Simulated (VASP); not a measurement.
# In in VASP: a series of runs, part 2 of 2

VASP 6.6.1. Earlier steps stand in the parts before.

## 3. Single point, LDA

INCAR

```
SYSTEM = In
PREC     = Accurate       ! precision mode
ENCUT    = 520            ! plane-wave cutoff, eV
EDIFF    = 1E-6           ! SCF threshold, eV
ISMEAR   = 0              ! smearing method
SIGMA    = 0.1            ! smearing width, eV
LREAL    = .False.        ! projectors in reciprocal space
LASPH    = .True.         ! aspherical terms in the spheres
NELM     = 80             ! most SCF steps
ALGO     = Fast           ! electronic algorithm
ISIF     = 2              ! what is computed and relaxed
LWAVE    = .False.        ! write WAVECAR
LCHARG   = .False.        ! write CHGCAR
NBANDS   = 12             ! bands
```

KPOINTS

```
Automatic mesh
0
Gamma
  18 18 18
  0 0 0
```

POSCAR

```
In
1.0
   -1.6329827991      1.6329827991      2.3096678181
    1.6329827991     -1.6329827991      2.3096678181
    1.6329827991      1.6329827991     -2.3096678181
In
1
Direct
    0.0000000000      0.0000000000      0.0000000000
```

Potentials or basis: VASP PAW LDA potentials, release 64 (In_d).

Run with:

```sh
$ cat potpaw_LDA.64/In_d/POTCAR > POTCAR
$ mpirun -np 1 vasp_std > vasp.out
```

OUTCAR:

```text
SYSTEM = In
   PREC = Accurate
   ENCUT = 520
   EDIFF = 1E-6
   ISMEAR = 0
   LREAL = .False.
   LASPH = .True.
   NELM = 80
   ISIF = 2

 ion  position               nearest neighbor table
   1  0.000  0.000  0.000-

  LATTYP: Found a body centered tetragonal cell.
 ALAT       =     3.2659655982
 C/A-ratio  =     1.4143858829

  Lattice vectors:

 A1 = (  -1.6329827991,   1.6329827991,   2.3096678181)
 A2 = (   1.6329827991,  -1.6329827991,   2.3096678181)
 A3 = (   1.6329827991,   1.6329827991,  -2.3096678181)

Analysis of symmetry for initial positions (statically):
=====================================================================
 Subroutine PRICEL returns:
 Original cell was already a primitive cell.

 Routine SETGRP: Setting up the symmetry group for a
 body centered tetragonal supercell.

 Subroutine GETGRP returns: Found 16 space group operations
 (whereof 16 operations were pure point group operations)
 out of a pool of 16 trial point group operations.

The static configuration has the point symmetry D_4h.

Analysis of symmetry for dynamics (positions and initial velocities):
=====================================================================
 Subroutine PRICEL returns:
 Original cell was already a primitive cell.

 Routine SETGRP: Setting up the symmetry group for a
 body centered tetragonal supercell.

 Subroutine GETGRP returns: Found 16 space group operations
 (whereof 16 operations were pure point group operations)
 out of a pool of 16 trial point group operations.

The dynamic configuration has the point symmetry D_4h.

 Subroutine INISYM returns: Found 16 space group operations
 (whereof 16 operations are pure point group operations),
 and found     1 'primitive' translations

----------------------------------------------------------------------------------------

                                     Primitive cell

  volume of cell :      24.6361

  direct lattice vectors                    reciprocal lattice vectors
    -1.632982799  1.632982799  2.309667818     0.000000000  0.306188161  0.216481347
     1.632982799 -1.632982799  2.309667818     0.306188161  0.000000000  0.216481347
     1.632982799  1.632982799 -2.309667818     0.306188161  0.306188161  0.000000000

  length of vectors
     3.266164582  3.266164582  3.266164582     0.374987151  0.374987151  0.433015450

  position of ions in fractional coordinates (direct lattice)
     0.000000000  0.000000000  0.000000000

  ion indices of the primitive-cell ions
   primitive index   ion index
                 1           1

----------------------------------------------------------------------------------------

 KPOINTS: Automatic mesh

Automatic generation of k-mesh.
 Grid dimensions read from file:
 generate k-points for:   18   18   18

 Generating k-lattice:

  Cartesian coordinates                     Fractional coordinates (reciprocal lattice)
     0.000000000  0.017010453  0.012026741     0.055555556  0.000000000 -0.000000000
     0.017010453  0.000000000  0.012026741     0.000000000  0.055555556 -0.000000000
     0.017010453  0.017010453  0.000000000     0.000000000  0.000000000  0.055555556

  Length of vectors
     0.020832619  0.020832619  0.024056414

  Shift w.r.t. Gamma in fractional coordinates (k-lattice)
     0.000000000  0.000000000  0.000000000

 Subroutine IBZKPT returns following result:
 ===========================================

 Found    480 irreducible k-points:

 Following reciprocal coordinates:
            Coordinates               Weight
  0.000000  0.000000  0.000000      1.000000
  0.055556  0.000000 -0.000000      8.000000
  0.111111  0.000000 -0.000000      8.000000
  0.166667  0.000000 -0.000000      8.000000
  0.222222  0.000000 -0.000000      8.000000
  0.277778  0.000000  0.000000      8.000000
[... 16 lines left out ...]
 -0.277778  0.055556  0.000000     16.000000
 -0.222222  0.055556  0.000000     16.000000
 [... further k-points ...]
   k-points           NKPTS =    480   k-points in BZ     NKDIM =    480   number of bands    NBANDS=     12
   number of dos      NEDOS =    301   number of ions     NIONS =      1
   total plane-waves  NPLWV =  13824
   dimension x,y,z NGX =    24 NGY =   24 NGZ =   24
   dimension x,y,z NGXF=    48 NGYF=   48 NGZF=   48
   ions per type =               1
   NGX,Y,Z   is equivalent  to a cutoff of  12.22, 12.22, 12.22 a.u.
   NGXF,Y,Z  is equivalent  to a cutoff of  24.43, 24.43, 24.43 a.u.
 SYSTEM =  In
   PREC   = accura    normal or accurate (medium, high low for compatibility)
   ISTART =      0    job   : 0-new  1-cont  2-samecut
   ICHARG =      2    charge: 1-file 2-atom 10-const
   ISPIN  =      1    spin polarized calculation?
   LNONCOLLINEAR =      F non collinear calculations
   LSORBIT =      F    spin-orbit coupling
   LASPH  =      T    aspherical Exc in radial PAW
   ENCUT  =  520.0 eV  38.22 Ry    6.18 a.u.   6.07  6.07  6.07*2*pi/ulx,y,z
   NELM   =     80;   NELMIN=  2; NELMDL= -5     # of ELM steps
   EDIFF  = 0.1E-05   stopping-criterion for ELM
   LREAL  =      F    real-space projection
   EDIFFG = 0.1E-04   stopping-criterion for IOM
   NSW    =      0    number of steps for IOM
   IBRION =     -1    ionic relax: 0-MD 1-quasi-New 2-CG
   NFREE  =      0    steps in history (QN), initial steepest desc. (CG)
   ISIF   =      2    stress and relaxation
   ISYM   =      2    0-nonsym 1-usesym 2-fastsym
   POTIM  = 0.5000    time-step for ionic-motion
   TEBEG  =    0.0;   TEEND  =   0.0 temperature during run
   PSTRESS=    0.0 pullay stress
   NELECT =      13.0000    total number of electrons
   NUPDOWN=      -1.0000    fix difference up-down
   EMIN   =  10.00;   EMAX   =-10.00  energy-range for DOS
   EFERMI =   0.00;   METHOD = LEGACY
   ISMEAR =     0;   SIGMA  =   0.10  broadening in eV -4-tet -1-fermi 0-gaus
   EFERMI_NEDOS =   21; number of points for ismear=-14 and -15
   IALGO  =     68    algorithm
   IMIX   =      4    mixing-type and parameters
     AMIX     =   0.40;   BMIX     =  1.00
     AMIX_MAG =   1.60;   BMIX_MAG =  1.00
  volume/ion in A,a.u.               =      24.64       166.25
  Fermi-wavevector in a.u.,A,eV,Ry     =   1.322914  2.499945 23.811586  1.750102
  Thomas-Fermi vector in A             =   2.452561
   LORBIT       =      0    0 simple, 1 ext, 2 COOP (PROOUT), +10 PAW based schemes
   GGA     = CA    functional components
   LHFCALC =     F    Hartree Fock is set to
   AEXX    =    0.0000 exact exchange contribution
   IVDW    =     0    specifies the selected vdW correction
   LEPSILON=     F    determine dielectric tensor
   LRPA    =     F    only Hartree local field effects (RPA)
 non-spin polarized calculation
 RMM-DIIS sequential band-by-band and
 Gauss-broadening in eV      SIGMA  =   0.10
  energy-cutoff  :      520.00
  volume of cell :       24.64
 maximum number of plane-waves:       680
   NGX = 13   NGY = 13   NGZ = 13

 number of electron      13.0000007 magnetization

 Free energy of the ion-electron system (eV)
  ---------------------------------------------------
  ext. energy  EPLUGINS =         0.00000000
  ---------------------------------------------------
  free energy    TOTEN  =        -3.21875156 eV

  energy without entropy =       -3.21652633  energy(sigma->0) =       -3.21763894

 E-fermi :   7.9393     XC(G=0): -10.8161

 val. band max:        7.9234342286   @ k =   0.2222   0.2222   0.2222
 cond. band min:       7.9459552195   @ k =  -0.3333   0.4444   0.1111
 fundamental gap:      0.0225209909
 Fermi energy:         7.9393471748

 k-point     1 :       0.0000    0.0000    0.0000
  band No.  band energies     occupation
      1      -6.6969      2.00000
      2      -6.6967      2.00000
      3      -6.6967      2.00000
      4      -6.4910      2.00000
      5      -6.4907      2.00000
      6      -2.0679      2.00000
      7      18.9279      0.00000
      8      18.9279      0.00000
      9      18.9282      0.00000
     10      19.6672      0.00000
     11      22.4848      0.00000
     12      22.4849      0.00000
[... 331 lines left out ...]
 k-point    24 :      -0.2222    0.0556    0.0000
  band No.  band energies     occupation
      1      -6.7253      2.00000
      2      -6.6424      2.00000
      3      -6.6352      2.00000
      4      -6.5016      2.00000
      5      -6.4498      2.00000
      6      -1.0387      2.00000
      7      12.8360      0.00000
      8      16.9006      0.00000
      9      17.8889      0.00000
     10      19.8394      0.00000
     11      21.6615      0.00000
     12      23.3792      0.00000

 [... further k-points ...]

------------------------ aborting loop because EDIFF is reached ----------------------------------------

  FORCE on cell =-STRESS in cart. coord.  units (eV):
  Direction    XX          YY          ZZ          XY          YZ          ZX
  --------------------------------------------------------------------------------------
  -------------------------------------------------------------------------------------
  Total        0.0100074      0.0100074      0.0099303      0.0000000      0.0000000      0.0000000
  in kB        0.6508173      0.6508173      0.6458047      0.0000000      0.0000000      0.0000000
  external PRESSURE =       0.6491464 kB  Pullay stress =       0.0000000 kB

 VOLUME and BASIS-vectors are now :
 -----------------------------------------------------------------------------
  energy-cutoff  :      520.00
  volume of cell :       24.64
      direct lattice vectors                 reciprocal lattice vectors
    -1.632982799  1.632982799  2.309667818     0.000000000  0.306188161  0.216481347
     1.632982799 -1.632982799  2.309667818     0.306188161  0.000000000  0.216481347
     1.632982799  1.632982799 -2.309667818     0.306188161  0.306188161  0.000000000

 POSITION                                       TOTAL-FORCE (eV/Angst)
 -----------------------------------------------------------------------------------
      0.00000      0.00000      0.00000         0.000000      0.000000      0.000000
 -----------------------------------------------------------------------------------
    total drift:                                0.000000      0.000000     -0.000000

  FREE ENERGIE OF THE ION-ELECTRON SYSTEM (eV)
  ---------------------------------------------------
  free  energy   TOTEN  =        -3.2187515550 eV

  energy  without entropy=       -3.2165263302  energy(sigma->0) =       -3.21763894
```

Run time: 36 s. Hardware: 1 thread of Intel Xeon 6975P-C (Granite Rapids), shared host; peak memory 0.24 GiB.

What came out:

* Free energy: -3.2188 eV
* Pressure: 0.1 GPa

Caveat: spin-orbit coupling is left out, which moves the levels of the heavy elements.

## 4. Single point, LDA

INCAR

```
  PREC = Accurate
  ENCUT = 520
  EDIFF = 1E-6
  ISMEAR = 0
  SIGMA = 0.1
  LREAL = F
  LASPH = T
  NELM = 60
  ALGO = Fast
  ISIF = 2
  LWAVE = F
  LCHARG = F
  NBANDS = 12
  ISYM = 0
```

KPOINTS

```
regular mesh
0
Gamma
  12 12 13
```

POSCAR

```
In
1.0
    3.2661645816      0.0000000000      0.0000000000
    1.6332812681      2.8284666117      0.0000000000
   -0.0003979547     -1.8857975682      2.6667580407
In
1
Direct
    0.0000000000      0.0000000000      0.0000000000
```

Run with:

```sh
$ cat potpaw_LDA.64/In_d/POTCAR > POTCAR
$ mpirun -np 1 vasp_std > vasp.out
```

Wall time 67 s (1 thread of Intel Xeon 6975P-C (Granite Rapids), shared host); peak memory 0.35 GiB.

The run converged, but its numbers aren't listed here, since they failed a check.

Caveat: spin-orbit coupling is left out, which moves the levels of the heavy elements.
